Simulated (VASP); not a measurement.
# Cd3TeSe2 (I4/mmm) in VASP: notebook, part 2 of 3

VASP 6.6.1. Earlier steps stand in the parts before.

### 3 Single point, PBE

This run uses another cell than the first one, of 32.40 Å³/atom.

File INCAR:

```
SYSTEM = Cd3TeSe2
ALGO     = Normal         ! electronic algorithm
EDIFF    = 1E-6           ! SCF threshold, eV
ENCUT    = 520            ! plane-wave cutoff, eV
GGA      = PE             ! functional
ISIF     = 2              ! what is computed and relaxed
ISMEAR   = 0              ! smearing method
LASPH    = .True.         ! aspherical terms in the spheres
LCHARG   = .True.         ! write CHGCAR
LELF     = .True.         ! ELF
LREAL    = .False.        ! projectors in reciprocal space
LVHAR    = .True.       
LWAVE    = .False.        ! write WAVECAR
NBANDS   = 36             ! bands
NELM     = 100            ! most SCF steps
PREC     = Accurate       ! precision mode
SIGMA    = 0.1            ! smearing width, eV
```

File KPOINTS:

```
k-points
0
Gamma
  4 4 4
  0 0 0
```

File POSCAR:

```
Cd3TeSe2
1.0
   -2.4499444932      2.4499444932      8.0958230998
    2.4499444932     -2.4499444932      8.0958230998
    2.4499444932      2.4499444932     -8.0958230998
Cd Te Se
3 1 2
Direct
    0.6771416446      0.6771416446      0.0000000000
    0.3228583554      0.3228583554      0.0000000000
    0.0000000000      0.0000000000      0.0000000000
    0.5000000000      0.5000000000      0.0000000000
    0.7500000000      0.2500000000      0.5000000000
    0.2500000000      0.7500000000      0.5000000000
```

Potentials or basis: VASP PAW PBE potentials, release 64 (Cd, Te, Se).

Run with:

```sh
$ cat potpaw_PBE.64/Cd/POTCAR potpaw_PBE.64/Te/POTCAR potpaw_PBE.64/Se/POTCAR > POTCAR
$ mpirun -np 1 vasp_std > vasp.out
```

OUTCAR:

```text
SYSTEM = Cd3TeSe2
   EDIFF = 1E-6
   ENCUT = 520
   GGA = PE
   ISIF = 2
   ISMEAR = 0
   LASPH = .True.
   LREAL = .False.
   NELM = 100
   PREC = Accurate

 ion  position               nearest neighbor table
   1  0.677  0.677  0.000-   5 2.72   6 2.72   6 2.72   5 2.72   4 2.87
   2  0.323  0.323  0.000-   5 2.72   6 2.72   6 2.72   5 2.72   4 2.87
   3  0.000  0.000  0.000-   4 3.46   4 3.46   4 3.46   4 3.46
   4  0.500  0.500  0.000-   1 2.87   2 2.87   3 3.46   3 3.46   3 3.46   3 3.46
   5  0.750  0.250  0.500-   1 2.72   2 2.72   2 2.72   1 2.72
   6  0.250  0.750  0.500-   1 2.72   2 2.72   2 2.72   1 2.72

  LATTYP: Found a body centered tetragonal cell.
 ALAT       =     4.8998889864
 C/A-ratio  =     3.3044924578

  Lattice vectors:

 A1 = (  -2.4499444932,   2.4499444932,   8.0958230998)
 A2 = (   2.4499444932,  -2.4499444932,   8.0958230998)
 A3 = (   2.4499444932,   2.4499444932,  -8.0958230998)

Analysis of symmetry for initial positions (statically):
=====================================================================
 Subroutine PRICEL returns:
 Original cell was already a primitive cell.

 Routine SETGRP: Setting up the symmetry group for a
[... 169 lines left out ...]
 fundamental gap:      0.3715090895
 Fermi energy:         1.5672899688

 k-point     1 :       0.0000    0.0000    0.0000
  band No.  band energies     occupation
      1     -11.7604      2.00000
      2     -10.5203      2.00000
      3      -9.3431      2.00000
      4      -7.0306      2.00000
      5      -7.0306      2.00000
      6      -7.0210      2.00000
[... 496 lines left out ...]
     35       6.3442      0.00000
     36       7.6631      0.00000

------------------------ aborting loop because EDIFF is reached ----------------------------------------

  FORCE on cell =-STRESS in cart. coord.  units (eV):
  Direction    XX          YY          ZZ          XY          YZ          ZX
  --------------------------------------------------------------------------------------
  -------------------------------------------------------------------------------------
  Total        0.2642176      0.2642176      0.4302776      0.0000000      0.0000000     -0.0000000
  in kB        2.1779048      2.1779048      3.5467113      0.0000000      0.0000000     -0.0000000
  external PRESSURE =       2.6341737 kB  Pullay stress =       0.0000000 kB

 VOLUME and BASIS-vectors are now :
 -----------------------------------------------------------------------------
  energy-cutoff  :      520.00
  volume of cell :      194.37
      direct lattice vectors                 reciprocal lattice vectors
    -2.449944493  2.449944493  8.095823100     0.000000000  0.204086256  0.061760243
     2.449944493 -2.449944493  8.095823100     0.204086256  0.000000000  0.061760243
     2.449944493  2.449944493 -8.095823100     0.204086256  0.204086256  0.000000000

 POSITION                                       TOTAL-FORCE (eV/Angst)
 -----------------------------------------------------------------------------------
      0.00000      0.00000     10.96404         0.000000      0.000000     -0.013891
      0.00000      0.00000      5.22761        -0.000000     -0.000000      0.013891
      0.00000      0.00000      0.00000        -0.000000     -0.000000     -0.000000
      0.00000      0.00000      8.09582        -0.000000     -0.000000     -0.000000
      0.00000      2.44994      4.04791        -0.000000     -0.000000      0.000000
      2.44994      0.00000      4.04791        -0.000000     -0.000000     -0.000000
 -----------------------------------------------------------------------------------
    total drift:                                0.000000      0.000000     -0.000000

  FREE ENERGIE OF THE ION-ELECTRON SYSTEM (eV)
  ---------------------------------------------------
  free  energy   TOTEN  =       -13.2524103915 eV

  energy  without entropy=      -13.2513502788  energy(sigma->0) =      -13.25188034
```

It took 7.1 min on 1 thread of AMD EPYC 9R14 (Zen 4), shared host; peak memory 0.64 GiB.

What came out:

```
Free energy            : -13.2524 eV
Pressure               : 0.3 GPa
Largest force          : 0.014 eV/Å
Band gap on the k mesh : zero (bands 27 and 28 overlap by 1.15 eV)
```

Forces on the atoms (eV/Å):
```
Cd   0.000  0.000 -0.014
Cd   0.000  0.000  0.014
Cd   0.000  0.000  0.000
Te   0.000  0.000  0.000
Se   0.000  0.000  0.000
Se   0.000  0.000  0.000
```

Stress tensor (GPa, compression positive):
```
0.22 0.00 0.00
0.00 0.22 0.00
0.00 0.00 0.35
```

Caveat: spin-orbit coupling is left out, which moves the levels of the heavy elements.

### 4 Single point, PBE

This run uses another cell than the first one, of 32.40 Å³/atom.

File INCAR:

```
ALGO = Normal
EDIFF = 1E-6
ENCUT = 520
GGA = PE
ISIF = 2
ISMEAR = 0
LASPH = True
LCHARG = False
LREAL = False
LWAVE = False
NBANDS = 36
NELM = 60
PREC = Accurate
SIGMA = 0.1
```

File KPOINTS:

```
k-points
0
Gamma
  6 6 6
```

POSCAR is that of step 3.

Run with:

```sh
$ cat potpaw_PBE.64/Cd/POTCAR potpaw_PBE.64/Te/POTCAR potpaw_PBE.64/Se/POTCAR > POTCAR
$ mpirun -np 1 vasp_std > vasp.out
```

Run time: 12 min. Hardware: 1 thread of AMD EPYC 9R14 (Zen 4), shared host; peak memory 0.72 GiB.

Results (log left out):

| Quantity | Value |
| --- | --- |
| Free energy | -13.2976 eV |
| Pressure | 0.3 GPa |
| Largest force | 0.036 eV/Å |
| Band gap on the k mesh | zero (bands 27 and 28 overlap by 1.14 eV) |

Forces in eV/Å, atoms in the order of the input:
```
Cd   0.000  0.000 -0.036
Cd   0.000  0.000  0.036
Cd   0.000  0.000  0.000
Te   0.000  0.000  0.000
Se   0.000  0.000  0.000
Se   0.000  0.000  0.000
```

Levels at points of the mesh, in eV from the Fermi level:
```csv
k point,band 23,band 24,band 25,band 26,band 27,band 28,band 29,band 30,band 31,band 32
"(0.00, 0.00, 0.00)",-1.48,-1.48,-1.21,-0.60,-0.42,-0.42,0.43,1.18,4.10,4.43
"(0.50, 0.00, 0.00)",-2.29,-2.23,-2.08,-1.40,-0.76,1.49,2.12,2.60,2.93,3.74
"(0.50, 0.50, 0.00)",-2.40,-2.32,-1.70,-1.63,0.62,0.62,1.56,2.89,3.61,4.63
"(0.50, 0.50, 0.50)",-1.48,-1.28,-1.28,-0.59,-0.52,-0.52,1.32,2.24,3.42,4.25
```

Caveat: spin-orbit coupling is left out, which moves the levels of the heavy elements.

(Part 2 of 3 ends here.)

The gap in the log of VASP goes by the Fermi energy; the results here count the filled bands.